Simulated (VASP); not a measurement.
Input of a VASP 6.6.1 run:

Contents of INCAR:

```
PREC     = Accurate       # precision mode
ENCUT    = 520            # plane-wave cutoff, eV
EDIFF    = 1E-6           # SCF threshold, eV
ISMEAR   = -1             # smearing method
SIGMA    = 0.05           # smearing width, eV
LREAL    = False          # projectors in reciprocal space
LASPH    = True           # aspherical terms in the spheres
NELM     = 100            # most SCF steps
ALGO     = Normal         # electronic algorithm
ISIF     = 2              # what is computed and relaxed
LWAVE    = False          # write WAVECAR
LCHARG   = True           # write CHGCAR
GGA      = PE             # functional
LELF     = True           # ELF
LVHAR    = True         
NBANDS   = 35             # bands
```

The input KPOINTS:

```
regular mesh
0
Gamma
  4 4 6
```

Contents of POSCAR:

```
SnO2
1.0
    4.6164588349      0.0000000000      0.0000000000
    0.0000000000      4.6164588349      0.0000000000
    0.0000000000      0.0000000000      3.1047585643
Sn O
2 4
Direct
    0.0000000000      0.0000000000      0.0000000000
    0.5000000000      0.5000000000      0.5000000000
    0.3071000000      0.3071000000      0.0000000000
    0.1929000000      0.8071000000      0.5000000000
    0.6929000000      0.6929000000      0.0000000000
    0.8071000000      0.1929000000      0.5000000000
```

Potentials or basis: VASP PAW PBE potentials, release 64 (Sn_d, O).

The run is started by

```bash
$ cat potpaw_PBE.64/Sn_d/POTCAR potpaw_PBE.64/O/POTCAR > POTCAR
$ mpirun -np 1 vasp_std > vasp.out
```

(1) Estimate the pressure.

(2) Estimate the largest force.

(3) Estimate the band gap on the k mesh.

## Answers

(1) 33.6 GPa.

(2) 0.661 eV/Å.

(3) 2.23 eV, direct.

Caveat: spin-orbit coupling is left out, which moves the levels of the heavy elements.
